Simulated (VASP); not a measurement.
Here is a VASP 6.6.1 calculation.

Contents of POSCAR:

```
Mo
1.0
   -1.5551154579      1.5551154579      1.5551154579
    1.5551154579     -1.5551154579      1.5551154579
    1.5551154579      1.5551154579     -1.5551154579
Mo
1
Direct
    0.0000000000      0.0000000000      0.0000000000
```

File INCAR.step1:

```
SYSTEM = Mo
PREC = Accurate
ENCUT = 520
ISMEAR = -1
SIGMA = 0.1
LREAL = .FALSE.
LASPH = .TRUE.
NELM = 60
NBANDS = 13
GGA = PE
ALGO = Normal
EDIFF = 1E-4
LWAVE = .TRUE.
LCHARG = .FALSE.
```

Contents of INCAR.step2:

```
SYSTEM = Mo
PREC = Accurate
ENCUT = 520
EDIFF = 1E-7
ISMEAR = -1
SIGMA = 0.1
LREAL = .FALSE.
LASPH = .TRUE.
NELM = 60
ALGO = Normal
ISIF = 2
LWAVE = .FALSE.
LCHARG = .FALSE.
METAGGA = R2SCAN
LMIXTAU = .TRUE.
NBANDS = 13
ISTART = 1
```

Contents of KPOINTS:

```
Automatic mesh
0
G
  23 23 23
  0 0 0
```

Potentials or basis: VASP PAW PBE potentials, release 64 (Mo_sv).

Run with:

```console
$ cat potpaw_PBE.64/Mo_sv/POTCAR > POTCAR
$ cp INCAR.step1 INCAR
$ mpirun -np 1 vasp_std > vasp.out
$ cp INCAR.step2 INCAR
$ mpirun -np 1 vasp_std > vasp.out
```

(1) Predict the band gap on the k mesh.

(2) What does it give for the pressure?

## Answers

(1) zero (band 7 reaches 17.41 eV, above the bottom of band 8 at 11.68 eV).

(2) 12.9 GPa.

Caveat: the PAW data sets were made with another functional, which shifts forces and pressure a little.
